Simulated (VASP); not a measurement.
# HfC (P6_3/mmc) in VASP: notebook, part 2 of 2

VASP 6.6.1. The steps go on from the part before.

## Step 3: Single point, r2SCAN

This run uses another cell than the first one, of 12.59 Å³/atom.

File POSCAR:

```
HfC
1.0
    3.3428660531      0.0000000000      0.0000000000
   -1.6714330265      2.8950069234      0.0000000000
    0.0000000000      0.0000000000      5.2027140000
Hf C
2 2
Direct
    0.3333333333      0.6666666667      0.2500000000
    0.6666666667      0.3333333333      0.7500000000
    0.0000000000      0.0000000000      0.5000000000
    0.0000000000      0.0000000000      0.0000000000
```

File INCAR.step1:

```
ALGO = Normal
EDIFF = 1E-4
ENCUT = 520
GGA = PE
ISMEAR = 0
LASPH = T
LCHARG = F
LREAL = F
LWAVE = T
NBANDS = 22
NELM = 100
PREC = Accurate
SIGMA = 0.02
```

File INCAR.step2:

```
ALGO = Normal
EDIFF = 1E-7
ENCUT = 520
ISIF = 2
ISMEAR = 0
ISTART = 1
LASPH = T
LCHARG = F
LMIXTAU = T
LREAL = F
LWAVE = F
METAGGA = R2SCAN
NBANDS = 22
NELM = 100
PREC = Accurate
SIGMA = 0.02
```

File KPOINTS:

```
k-points
0
Gamma
  11 11 6
```

Potentials or basis: VASP PAW PBE potentials, release 64 (Hf_pv, C).

Run with:

```sh
> cat potpaw_PBE.64/Hf_pv/POTCAR potpaw_PBE.64/C/POTCAR > POTCAR
> cp INCAR.step1 INCAR
> mpirun -np 1 vasp_std > vasp.out
> cp INCAR.step2 INCAR
> mpirun -np 1 vasp_std > vasp.out
```

OUTCAR:

```text
EDIFF = 1E-7
   ENCUT = 520
   ISIF = 2
   ISMEAR = 0
   ISTART = 1
   LASPH = T
   LREAL = F
   METAGGA = R2SCAN
   NELM = 100
   PREC = Accurate

 ion  position               nearest neighbor table
   1  0.333  0.667  0.250-   3 2.33   4 2.33   3 2.33   4 2.33   3 2.33   4 2.33   2 3.24   2 3.24
                             2 3.24   2 3.24   2 3.24   2 3.24
   2  0.667  0.333  0.750-   3 2.33   4 2.33   3 2.33   4 2.33   3 2.33   4 2.33   1 3.24   1 3.24
                             1 3.24   1 3.24   1 3.24   1 3.24
   3  0.000  0.000  0.500-   1 2.33   2 2.33   1 2.33   2 2.33   2 2.33   1 2.33
   4  0.000  0.000  0.000-   1 2.33   2 2.33   1 2.33   2 2.33   2 2.33   1 2.33

  LATTYP: Found a hexagonal cell.
 ALAT       =     3.3428660531
 C/A-ratio  =     1.5563632875

  Lattice vectors:

 A1 = (   3.3428660531,   0.0000000000,   0.0000000000)
 A2 = (  -1.6714330265,   2.8950069234,   0.0000000000)
 A3 = (   0.0000000000,   0.0000000000,   5.2027140000)

Analysis of symmetry for initial positions (statically):
=====================================================================
 Subroutine PRICEL returns:
 Original cell was already a primitive cell.

 Routine SETGRP: Setting up the symmetry group for a
 hexagonal supercell.

 Subroutine GETGRP returns: Found 24 space group operations
 (whereof 12 operations were pure point group operations)
 out of a pool of 24 trial point group operations.

The static configuration has the point symmetry D_3d.
 The point group associated with its full space group is D_6h.

Analysis of symmetry for dynamics (positions and initial velocities):
=====================================================================
 Subroutine PRICEL returns:
 Original cell was already a primitive cell.

 Routine SETGRP: Setting up the symmetry group for a
 hexagonal supercell.

 Subroutine GETGRP returns: Found 24 space group operations
[... 120 lines left out ...]
   NUPDOWN=      -1.0000    fix difference up-down
   EMIN   =  10.00;   EMAX   =-10.00  energy-range for DOS
   EFERMI =   0.00;   METHOD = LEGACY
   ISMEAR =     0;   SIGMA  =   0.02  broadening in eV -4-tet -1-fermi 0-gaus
   EFERMI_NEDOS =   21; number of points for ismear=-14 and -15
   IALGO  =     38    algorithm
   IMIX   =      4    mixing-type and parameters
     AMIX     =   0.40;   BMIX     =  1.00
     AMIX_MAG =   1.60;   BMIX_MAG =  1.00
  volume/ion in A,a.u.               =      12.59        84.94
  Fermi-wavevector in a.u.,A,eV,Ry     =   1.346257  2.544057 24.659309  1.812408
  Thomas-Fermi vector in A             =   2.474104
   LORBIT       =      0    0 simple, 1 ext, 2 COOP (PROOUT), +10 PAW based schemes
   METAGGA = R2SCAN    functional components
   LHFCALC =     F    Hartree Fock is set to
   AEXX    =    0.0000 exact exchange contribution
   IVDW    =     0    specifies the selected vdW correction
   LEPSILON=     F    determine dielectric tensor
   LRPA    =     F    only Hartree local field effects (RPA)
 non-spin polarized calculation
 Gauss-broadening in eV      SIGMA  =   0.02
  energy-cutoff  :      520.00
  volume of cell :       50.35
 maximum number of plane-waves:      1375
 NGX is ok and might be reduce to    28
   NGX = 13   NGY = 13   NGZ = 19

 number of electron      28.0000002 magnetization

 Free energy of the ion-electron system (eV)
  ---------------------------------------------------
  ext. energy  EPLUGINS =         0.00000000
  ---------------------------------------------------
  free energy    TOTEN  =      -113.70859363 eV

  energy without entropy =     -113.70838154  energy(sigma->0) =     -113.70848758

 E-fermi :   6.5648     XC(G=0): -13.1386

 val. band max:        6.5417328799   @ k =   0.0909   0.0909   0.1667
 cond. band min:       6.5721829820   @ k =   0.0909  -0.0000   0.1667
 fundamental gap:      0.0304501020
 Fermi energy:         6.5648196134

 k-point     1 :       0.0000    0.0000    0.0000
  band No.  band energies     occupation
      1     -25.4533      2.00000
      2     -24.8635      2.00000
      3     -24.8635      2.00000
      4     -24.7766      2.00000
      5     -24.7766      2.00000
      6     -24.7030      2.00000
[... 589 lines left out ...]
     21      12.4443      0.00000
     22      13.5841      0.00000

 [... further k-points ...]
[... 5 lines left out ...]
  --------------------------------------------------------------------------------------
  -------------------------------------------------------------------------------------
  Total       -1.6387334     -1.6387334     -0.4103373     -0.0000000      0.0000000     -0.0000000
  in kB      -52.1459214    -52.1459214    -13.0572906     -0.0000000      0.0000000     -0.0000000
  external PRESSURE =     -39.1163778 kB  Pullay stress =       0.0000000 kB

 VOLUME and BASIS-vectors are now :
 -----------------------------------------------------------------------------
  energy-cutoff  :      520.00
  volume of cell :       50.35
      direct lattice vectors                 reciprocal lattice vectors
     3.342866053  0.000000000  0.000000000     0.299144502  0.172711159  0.000000000
    -1.671433026  2.895006923  0.000000000     0.000000000  0.345422317  0.000000000
     0.000000000  0.000000000  5.202714000     0.000000000  0.000000000  0.192207375

 POSITION                                       TOTAL-FORCE (eV/Angst)
 -----------------------------------------------------------------------------------
     -0.00000      1.93000      1.30068         0.000000      0.000000      0.000000
      1.67143      0.96500      3.90204        -0.000000     -0.000000      0.000000
      0.00000      0.00000      2.60136         0.000000      0.000000      0.000000
      0.00000      0.00000      0.00000         0.000000      0.000000      0.000000
 -----------------------------------------------------------------------------------
    total drift:                               -0.000000      0.000000     -0.000000

  FREE ENERGIE OF THE ION-ELECTRON SYSTEM (eV)
  ---------------------------------------------------
  free  energy   TOTEN  =      -113.7085936305 eV

  energy  without entropy=     -113.7083815391  energy(sigma->0) =     -113.70848758
```

OUTCAR.step1:

```text
EDIFF = 1E-4
   ENCUT = 520
   GGA = PE
   ISMEAR = 0
[... 834 lines left out ...]
     -0.00000      1.93000      1.30068        -0.000000      0.000000      0.000000
      1.67143      0.96500      3.90204         0.000000     -0.000000      0.000000
      0.00000      0.00000      2.60136         0.000000      0.000000      0.000000
      0.00000      0.00000      0.00000         0.000000      0.000000      0.000000
 -----------------------------------------------------------------------------------
    total drift:                               -0.000000      0.000000     -0.000000

  FREE ENERGIE OF THE ION-ELECTRON SYSTEM (eV)
  ---------------------------------------------------
  free  energy   TOTEN  =       -41.2866254057 eV

  energy  without entropy=      -41.2862136358  energy(sigma->0) =      -41.28641952
```

OSZICAR.step1:

```text
N       E                     dE             d eps       ncg     rms          rms(c)
DAV:   1     0.864290324368E+02    0.86429E+02   -0.15570E+04  2816   0.125E+03
DAV:   2    -0.418592410005E+02   -0.12829E+03   -0.12222E+03  3640   0.286E+02
DAV:   3    -0.472247032933E+02   -0.53655E+01   -0.53223E+01  3682   0.422E+01
DAV:   4    -0.472758072799E+02   -0.51104E-01   -0.51066E-01  3418   0.460E+00
DAV:   5    -0.472764515121E+02   -0.64423E-03   -0.64416E-03  3788   0.451E-01    0.748E+01
DAV:   6    -0.416177123999E+02    0.56587E+01   -0.48247E+01  3290   0.239E+01    0.559E+01
DAV:   7    -0.413453965282E+02    0.27232E+00   -0.34463E+00  3222   0.844E+00    0.278E+01
DAV:   8    -0.413132965895E+02    0.32100E-01   -0.18192E-01  3502   0.284E+00    0.575E+00
DAV:   9    -0.412903056427E+02    0.22991E-01   -0.22338E-01  3244   0.170E+00    0.375E+00
DAV:  10    -0.412879499506E+02    0.23557E-02   -0.65974E-03  3508   0.466E-01    0.143E+00
DAV:  11    -0.412866493394E+02    0.13006E-02   -0.53162E-03  3320   0.290E-01    0.465E-01
DAV:  12    -0.412866254057E+02    0.23934E-04   -0.33712E-04  3268   0.879E-02
   1 F= -.41286625E+02 E0= -.41286420E+02  d E =-.411770E-03
```

Wall time 2.4 min (1 thread of Intel Xeon 6975P-C (Granite Rapids), shared host); peak memory 0.22 GiB.

What came out:

```
Free energy            : -113.7086 eV
Pressure               : -3.9 GPa
Band gap on the k mesh : zero (bands 14 and 15 overlap by 1.18 eV)
```

Stress tensor (GPa, compression positive):
```
-5.21  0.00  0.00
 0.00 -5.21  0.00
 0.00  0.00 -1.31
```

Levels at points of the mesh, in eV from the Fermi level:
| k point | band 12 | band 13 | band 14 | band 15 | band 16 | band 17 |
| --- | --- | --- | --- | --- | --- | --- |
| (0.00, 0.00, 0.00) | -1.55 | -1.55 | 1.09 | 1.46 | 1.46 | 1.91 |
| (0.00, 0.00, 0.50) | -3.00 | -3.00 | -3.00 | 4.00 | 4.00 | 4.00 |

Caveat: the cell stands under tension; the PAW data sets were made with another functional, which shifts forces and pressure a little; spin-orbit coupling is left out, which moves the levels of the heavy elements.
